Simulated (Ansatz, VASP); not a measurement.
# One calculation of Ga, two programs

INCAR

```
PREC = Accurate ; ENCUT = 520
EDIFF = 1E-7 ; ISMEAR = 0
SIGMA = 0.15 ; LREAL = F
LASPH = T ; NELM = 60
ALGO = Fast ; ISIF = 2
LWAVE = F ; LCHARG = T
GGA = PS ; LELF = T
LVHAR = T ; NBANDS = 34
```

KPOINTS

```
Automatic mesh
0
Gamma
  10 10 10
```

File POSCAR:

```
Ga
1.0
    2.2350478178     -3.7986615528      0.0000000000
    2.2350478178      3.7986615528      0.0000000000
    0.0000000000      0.0000000000      4.7142649261
Ga
4
Direct
    0.1559156097      0.8440843903      0.0832479706
    0.6559156097      0.3440843903      0.4167520294
    0.8440843903      0.1559156097      0.9167520294
    0.3440843903      0.6559156097      0.5832479706
```

Input for Ansatz:

```yaml
crystal:
  lattice:
    - [2.2350478178, -3.7986615528, 0.0]
    - [2.2350478178, 3.7986615528, 0.0]
    - [0.0, 0.0, 4.7142649261]
  atoms:
    - { symbol: Ga, position: [0.1559156097, 0.8440843903, 0.0832479706] }
    - { symbol: Ga, position: [0.6559156097, 0.3440843903, 0.4167520294] }
    - { symbol: Ga, position: [0.8440843903, 0.1559156097, 0.9167520294] }
    - { symbol: Ga, position: [0.3440843903, 0.6559156097, 0.5832479706] }
basis:
  ecutwfc: 420
kpoints:
  mp_grid: { grid: [10, 10, 10] }
hamiltonian:
  xc: pbesol
scf:
  occupations: { method: gaussian, width: 0.15 }
output:
  forces: true
  stress: true
  eigenvalues: true
```

Change from the starting cell: engineering shear strain xz +0.0000, normal strain along z +0.0500.

Alike in both runs: task single point; functional PBEsol; k mesh 10 × 10 × 10; occupations gaussian, width 0.15 eV; no spin polarisation.

```csv
,VASP,Ansatz
version,VASP 6.6.1,Ansatz 0.2.0
potentials or method,"VASP PAW PBE potentials, release 64 (Ga_d), cutoff 520 eV","scalar-relativistic, plane waves, PAW"
valence electrons in the cell,52,52
```

Ansatz gave:

| Quantity | Value |
| --- | --- |
| gap on the k mesh at the Fermi level (eV) | none |
| pressure (GPa) | -2.4 |
| traceless stress, the component that is largest in VASP (GPa) | -1.92 |
| rms of the force components (eV/Å) | 0.068 |

Task: Which values does VASP return?

Result: gap on the k mesh at the Fermi level (eV): none; pressure (GPa): -2.4; traceless stress, the component that is largest in VASP (GPa): -1.91; rms of the force components (eV/Å): 0.065.

VASP's potentials were made for PBE, not for PBEsol. Atom by atom the forces differ by 0.003 eV/Å (rms over components). A gap of «none» marks a metal or a gap that the smearing closes.
